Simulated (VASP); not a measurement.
# SiC (I-4m2) in VASP: G0W0 quasiparticle levels with PBE

Aim: the G0W0 quasiparticle levels of SiC with PBE.

All numbers are computed with VASP 6.6.1; they aren't measurements. Logs are shortened: lines on timing, memory, paths and dates and some standing lists are left out, and cuts for length are marked.

## 1. The cell of the first run

The structure is tetragonal, space group I-4m2 (No. 119). Conventional cell: a = 3.080 Å, b = 3.080 Å, c = 4.269 Å, α = 90.00°, β = 90.00°, γ = 90.00°. Si (site symmetry -4m2) has 4 C at 1.87 Å within 2.5 Å. C (site symmetry -4m2) has 4 Si at 1.87 Å within 2.5 Å.

## 2. G0W0 quasiparticle levels, PBE

POSCAR

```
SiC
1.0
    0.0000000000      2.1780523510      2.1344913040
    2.1780523510      0.0000000000      2.1344913040
    2.1780523510      2.1780523510      0.0000000000
Si C
1 1
Direct
    0.0000000000      0.0000000000      0.0000000000
    0.2500000000      0.2500000000      0.2500000000
```

INCAR.step1

```
  PREC = Accurate
  ENCUT = 500
  EDIFF = 1E-8
  ISMEAR = 0
  SIGMA = 0.01
  LREAL = F
  LASPH = T
  NELM = 100
  ALGO = Normal
  LWAVE = T
  LCHARG = F
  GGA = PE
```

INCAR.step2

```
  PREC = Accurate
  ENCUT = 500
  EDIFF = 1E-8
  ISMEAR = 0
  SIGMA = 0.01
  LREAL = F
  LASPH = T
  NELM = 1
  ALGO = Exact
  LWAVE = T
  LCHARG = F
  GGA = PE
  NBANDS = 88
  LOPTICS = T
  ISTART = 1
```

INCAR.step3

```
  PREC = Accurate
  ENCUT = 500
  EDIFF = 1E-8
  ISMEAR = 0
  SIGMA = 0.01
  LREAL = F
  LASPH = T
  ALGO = EVGW0
  LWAVE = F
  LCHARG = F
  GGA = PE
  NELMGW = 1
  NBANDS = 88
  ENCUTGW = 150.0
  NOMEGA = 96
  PRECFOCK = Fast
  ISTART = 1
  NBANDSGW = 12
  OMEGAMAX = 20
```

KPOINTS

```
Automatic mesh
0
Gamma
  6 6 6
```

Potentials or basis: VASP PAW PBE potentials, release 64 (Si_GW, C_GW).

The run is started by

```bash
cat potpaw_PBE.64/Si_GW/POTCAR potpaw_PBE.64/C_GW/POTCAR > POTCAR
cp INCAR.step1 INCAR
mpirun -np 1 vasp_std > vasp.out
cp INCAR.step2 INCAR
mpirun -np 1 vasp_std > vasp.out
cp INCAR.step3 INCAR
mpirun -np 1 vasp_std > vasp.out
```

OUTCAR:

```text
PREC = Accurate
   ENCUT = 500
   EDIFF = 1E-8
   ISMEAR = 0
   LREAL = F
   LASPH = T
   GGA = PE
   NELMGW = 1
   ENCUTGW = 150.0
   PRECFOCK = Fast
   ISTART = 1

 ion  position               nearest neighbor table
   1  0.000  0.000  0.000-   2 1.87   2 1.87   2 1.87   2 1.87
   2  0.250  0.250  0.250-   1 1.87   1 1.87   1 1.87   1 1.87

  LATTYP: Found a body centered tetragonal cell.
 ALAT       =     3.0802311743
 C/A-ratio  =     1.3859292911

  Lattice vectors:

 A1 = (   0.0000000000,  -2.1780523510,  -2.1344913040)
 A2 = (   0.0000000000,   2.1780523510,  -2.1344913040)
 A3 = (   2.1780523510,   0.0000000000,   2.1344913040)

Analysis of symmetry for initial positions (statically):
=====================================================================
 Subroutine PRICEL returns:
 Original cell was already a primitive cell.

 Routine SETGRP: Setting up the symmetry group for a
 body centered tetragonal supercell.

 Subroutine GETGRP returns: Found  8 space group operations
 (whereof  8 operations were pure point group operations)
 out of a pool of 16 trial point group operations.

The static configuration has the point symmetry D_2d.

Analysis of symmetry for dynamics (positions and initial velocities):
=====================================================================
 Subroutine PRICEL returns:
 Original cell was already a primitive cell.

 Routine SETGRP: Setting up the symmetry group for a
 body centered tetragonal supercell.

 Subroutine GETGRP returns: Found  8 space group operations
 (whereof  8 operations were pure point group operations)
 out of a pool of 16 trial point group operations.

The dynamic configuration has the point symmetry D_2d.

 Subroutine INISYM returns: Found  8 space group operations
 (whereof  8 operations are pure point group operations),
 and found     1 'primitive' translations

----------------------------------------------------------------------------------------

                                     Primitive cell

  volume of cell :      20.2517

  direct lattice vectors                    reciprocal lattice vectors
     0.000000000  2.178052351  2.134491304    -0.229562894  0.229562894  0.234247851
     2.178052351  0.000000000  2.134491304     0.229562894 -0.229562894  0.234247851
     2.178052351  2.178052351  0.000000000     0.229562894  0.229562894 -0.234247851

  length of vectors
     3.049584426  3.049584426  3.080231174     0.400337732  0.400337732  0.400337732

  position of ions in fractional coordinates (direct lattice)
     0.000000000  0.000000000  0.000000000
     0.250000000  0.250000000  0.250000000

  ion indices of the primitive-cell ions
   primitive index   ion index
                 1           1
                 2           2

----------------------------------------------------------------------------------------

 KPOINTS: Automatic mesh

Automatic generation of k-mesh.
 Grid dimensions read from file:
 generate k-points for:    6    6    6

 Generating k-lattice:

  Cartesian coordinates                     Fractional coordinates (reciprocal lattice)
    -0.038260482  0.038260482  0.039041308     0.166666667  0.000000000  0.000000000
     0.038260482 -0.038260482  0.039041308     0.000000000  0.166666667  0.000000000
     0.038260482  0.038260482 -0.039041308    -0.000000000 -0.000000000  0.166666667

  Length of vectors
     0.066722955  0.066722955  0.066722955

  Shift w.r.t. Gamma in fractional coordinates (k-lattice)
     0.000000000  0.000000000  0.000000000

 Subroutine IBZKPT returns following result:
 ===========================================

 Found     30 irreducible k-points:

 Following reciprocal coordinates:
            Coordinates               Weight
  0.000000  0.000000  0.000000      1.000000
  0.166667  0.000000  0.000000      8.000000
  0.333333  0.000000  0.000000      8.000000
  0.500000  0.000000  0.000000      4.000000
  0.166667  0.166667  0.000000      2.000000
  0.333333  0.166667  0.000000      8.000000
[... 16 lines left out ...]
  0.333333  0.000000  0.333333      4.000000
  0.500000  0.000000  0.333333     16.000000
 [... further k-points ...]
   k-points           NKPTS =     30   k-points in BZ     NKDIM =    216   number of bands    NBANDS=     88
   number of dos      NEDOS =    301   number of ions     NIONS =      2
   total plane-waves  NPLWV =  13824
   dimension x,y,z NGX =    24 NGY =   24 NGZ =   24
   dimension x,y,z NGXF=    48 NGYF=   48 NGZF=   48
   ions per type =               1   1
   NGX,Y,Z   is equivalent  to a cutoff of  13.08, 13.08, 12.95 a.u.
   NGXF,Y,Z  is equivalent  to a cutoff of  26.17, 26.17, 25.91 a.u.
 SYSTEM =  unknown system
   PREC   = accura    normal or accurate (medium, high low for compatibility)
   ISTART =      1    job   : 0-new  1-cont  2-samecut
   ICHARG =      0    charge: 1-file 2-atom 10-const
   ISPIN  =      1    spin polarized calculation?
   LNONCOLLINEAR =      F non collinear calculations
   LSORBIT =      F    spin-orbit coupling
   LASPH  =      T    aspherical Exc in radial PAW
   ENCUT  =  500.0 eV  36.75 Ry    6.06 a.u.   5.56  5.56  5.62*2*pi/ulx,y,z
   NELM   =     60;   NELMIN=  2; NELMDL=  0     # of ELM steps
   EDIFF  = 0.1E-07   stopping-criterion for ELM
   LREAL  =      F    real-space projection
   EDIFFG = 0.1E-06   stopping-criterion for IOM
   NSW    =      0    number of steps for IOM
   IBRION =     -1    ionic relax: 0-MD 1-quasi-New 2-CG
   NFREE  =      0    steps in history (QN), initial steepest desc. (CG)
   ISIF   =      0    stress and relaxation
   ISYM   =      3    0-nonsym 1-usesym 2-fastsym
   POTIM  = 0.5000    time-step for ionic-motion
   TEBEG  =    0.0;   TEEND  =   0.0 temperature during run
   PSTRESS=    0.0 pullay stress
   NELECT =       8.0000    total number of electrons
   NUPDOWN=      -1.0000    fix difference up-down
   EMIN   =  10.00;   EMAX   =-10.00  energy-range for DOS
   EFERMI =   0.00;   METHOD = LEGACY
   ISMEAR =     0;   SIGMA  =   0.01  broadening in eV -4-tet -1-fermi 0-gaus
   EFERMI_NEDOS =   21; number of points for ismear=-14 and -15
   IALGO  =     38    algorithm
   IMIX   =      4    mixing-type and parameters
     AMIX     =   0.40;   BMIX     =  1.00
     AMIX_MAG =   1.60;   BMIX_MAG =  1.00
  volume/ion in A,a.u.               =      10.13        68.33
  Fermi-wavevector in a.u.,A,eV,Ry     =   1.201207  2.269952 19.631820  1.442898
  Thomas-Fermi vector in A             =   2.337022
   LORBIT       =      0    0 simple, 1 ext, 2 COOP (PROOUT), +10 PAW based schemes
   GGA     = PE    functional components
   LHFCALC =     T    Hartree Fock is set to
   PRECFOCK=fast      Normal, Fast or Accurate (Low or Medium for compatibility)
   ENCUT4O =  -1.0   cutoff for four orbital integrals eV
   NKREDX  =     1    reduce k-point grid by
   NKREDY  =     1    reduce k-point grid by
   NKREDZ  =     1    reduce k-point grid by
   AEXX    =    1.0000 exact exchange contribution
   HFSCREEN=    0.0000 screening length (either q_TF or 0.3 A-1)
   HFSCREENC=   0.0000 screening length for correlation (either q_TF or 0.3 A-1)
   ENCUTFOCK=  -1.0 apply spherical cutoff to Coloumb kernel
   IVDW    =     0    specifies the selected vdW correction
   LEPSILON=     F    determine dielectric tensor
   LRPA    =     F    only Hartree local field effects (RPA)
   LRPAFORCE           =     F    calculate RPA forces
   ENCUTGW             = 150.0    cutoff for response function in eV
   ENCUTGWSOFT         = 120.0    soft cutoff for Coulomb kernel in GW response function in eV
   ENCUTLF             =  -1.0    cutoff for local field effects
   NELMGW              =     1    number of iterations in solving QP/BSE equation
   NELMHF              =     1    number of iterations in the inner HF iteration
   NKREDLFX            =     1    NKREDLFY  =   1   NKREDLFZ  =   1
 non-spin polarized calculation
 Gauss-broadening in eV      SIGMA  =   0.01
  energy-cutoff  :      500.00
  volume of cell :       20.25
 maximum number of plane-waves:       531
 NGX is ok and might be reduce to    24
  NGX = 14; NGY = 14; NGZ = 14
   NGX = 11   NGY = 11   NGZ = 11
 maximum number of plane-waves:        92
 NGX is ok and might be reduce to    14

 QP shifts <psi_nk| G(iteration)W_0 |psi_nk>: iteration 1
 for sc-GW calculations column KS-energies equals QP-energies in previous step
 and V_xc(KS)=  KS-energies - (<T + V_ion + V_H > + <T+V_H+V_ion>^1  + <V_x>^1)

 k-point   1 :       0.0000    0.0000    0.0000
  band No.  KS-energies  QP-energies   sigma(KS)   V_xc(KS)     V^pw_x(r,r')   Z            occupation Imag(sigma)

      1      -7.5683      -8.5973     -14.2179     -12.7908     -21.8023       0.7210       2.0000       1.3261
      2       7.9688       7.3775     -15.6230     -14.8740     -17.5359       0.7895       2.0000       0.0290
      3       7.9688       7.3775     -15.6230     -14.8740     -17.5359       0.7895       2.0000       0.0290
      4       8.1022       7.5170     -15.6063     -14.8645     -17.5105       0.7889       2.0000       0.0288
      5      14.4901      15.0101     -12.5439     -13.2108      -7.3619       0.7796       0.0000      -0.0715
      6      15.4263      16.0003     -10.8777     -11.6003      -5.7831       0.7942       0.0000      -0.0677
      7      15.4800      16.0535     -10.8907     -11.6125      -5.7882       0.7946       0.0000      -0.0677
      8      15.4800      16.0535     -10.8907     -11.6125      -5.7882       0.7946       0.0000      -0.0677
      9      22.3189      22.9536     -10.6887     -11.4994      -4.6090       0.7830       0.0000      -0.2208
     10      22.9175      23.5545     -10.6827     -11.4938      -4.4915       0.7853       0.0000      -0.2528
     11      24.8069      25.0436      -9.5537      -9.8605      -2.9226       0.7715       0.0000      -0.3831
     12      25.1801      25.4624      -9.9460     -10.3098      -3.0050       0.7759       0.0000      -0.6364

 k-point   2 :       0.1667    0.0000    0.0000
  band No.  KS-energies  QP-energies   sigma(KS)   V_xc(KS)     V^pw_x(r,r')   Z            occupation Imag(sigma)

      1      -7.0197      -8.0420     -14.2759     -12.8665     -21.6953       0.7254       2.0000       1.2372
      2       5.6247       4.8648     -14.9299     -13.9474     -17.4450       0.7734       2.0000       0.0419
      3       7.6134       6.9927     -15.4870     -14.6995     -17.4723       0.7882       2.0000       0.0299
      4       7.7498       7.1359     -15.4890     -14.7108     -17.4583       0.7888       2.0000       0.0297
      5      14.5340      15.0500     -11.5917     -12.2436      -6.5614       0.7914       0.0000      -0.0667
      6      15.9583      16.5504     -10.9753     -11.7256      -5.7115       0.7893       0.0000      -0.0762
      7      15.9940      16.5917     -11.0290     -11.7872      -5.7467       0.7883       0.0000      -0.0776
      8      16.5742      17.2353     -12.2849     -13.1393      -6.7567       0.7738       0.0000      -0.0985
      9      20.9105      21.4318     -10.3358     -10.9965      -4.4272       0.7891       0.0000      -0.2026
     10      21.2287      21.7412     -10.2890     -10.9388      -4.3135       0.7888       0.0000      -0.2211
     11      23.8765      24.0416      -9.5523      -9.7623      -2.8959       0.7861       0.0000      -0.4582
     12      27.3619      27.7398     -10.2179     -10.7077      -3.1120       0.7716       0.0000      -0.6236
[... 324 lines left out ...]
      1      -4.7782      -5.7376     -14.5796     -13.2669     -21.3522       0.7308       2.0000       0.9057
      2       2.8618       2.0125     -14.9738     -13.8311     -18.6142       0.7433       2.0000       0.1033
      3       5.4109       4.6161     -14.7816     -13.7542     -17.3455       0.7735       2.0000       0.0420
      4       5.4581       4.6648     -14.7785     -13.7538     -17.3539       0.7741       2.0000       0.0426
      5      10.6880      10.9721     -10.2992     -10.6489      -6.0488       0.8125       0.0000      -0.0487
      6      13.3916      13.8271     -10.4325     -10.9680      -5.8420       0.8131       0.0000      -0.0530
      7      20.0980      20.7901     -11.8027     -12.7209      -5.2104       0.7538       0.0000      -0.2197
      8      20.6828      21.3885     -11.8899     -12.8274      -5.1933       0.7528       0.0000      -0.2433
      9      21.1793      21.9216     -12.7832     -13.7690      -6.0098       0.7530       0.0000      -0.2670
     10      25.9043      26.4902     -10.7005     -11.4526      -3.7863       0.7792       0.0000      -0.5109
     11      30.3555      30.9394     -11.0688     -11.8294      -3.4549       0.7676       0.0000      -0.9713
     12      30.7773      31.3406     -11.0414     -11.7815      -3.3728       0.7611       0.0000      -1.0069

 k-point  24 :       0.5000    0.0000    0.3333
  band No.  KS-energies  QP-energies   sigma(KS)   V_xc(KS)     V^pw_x(r,r')   Z            occupation Imag(sigma)

      1      -3.1944      -4.1084     -15.0915     -13.8461     -21.4896       0.7339       2.0000       0.6964
      2       1.0620       0.1747     -14.3740     -13.1685     -18.5760       0.7361       2.0000       0.1970
      3       3.6101       2.7507     -13.9369     -12.8079     -16.8805       0.7612       2.0000       0.0678
      4       5.2706       4.4685     -14.7669     -13.7285     -17.3832       0.7725       2.0000       0.0437
      5      10.8156      11.1141     -10.5768     -10.9450      -6.3785       0.8109       0.0000      -0.0478
      6      14.4449      14.9528     -10.9626     -11.5943      -6.1730       0.8039       0.0000      -0.0587
      7      20.0965      20.7620     -11.8258     -12.7067      -5.2410       0.7555       0.0000      -0.2234
      8      20.6745      21.3578     -11.8748     -12.7785      -5.1980       0.7561       0.0000      -0.2469
      9      22.4304      23.1508     -12.4200     -13.3921      -5.1547       0.7411       0.0000      -0.3576
     10      26.2977      26.8339     -10.8484     -11.5473      -3.5387       0.7672       0.0000      -0.5935
     11      29.8267      30.5220     -11.8762     -12.8020      -4.0997       0.7510       0.0000      -0.8660
     12      30.8254      31.5437     -11.6936     -12.6380      -4.1682       0.7605       0.0000      -0.9035

 [... further k-points ...]
```

It took 5.6 min on 1 thread of AMD EPYC 9R45 (Zen 5), shared host; peak memory 0.41 GiB.

Results:

```yaml
Quasiparticle_gap: 1.92 eV
Least_direct_quasiparticle_gap: 5.58 eV
Band_gap_of_the_starting_levels_on_the_mesh: 1.12 eV
Least_direct_gap_of_the_starting_levels_on_the_mesh: 4.54 eV
```

Caveat: the k points lie up to 0.42 Å⁻¹ apart; bands, screening cutoff and mesh are small and nothing is extrapolated, so the quasiparticle values aren't converged.
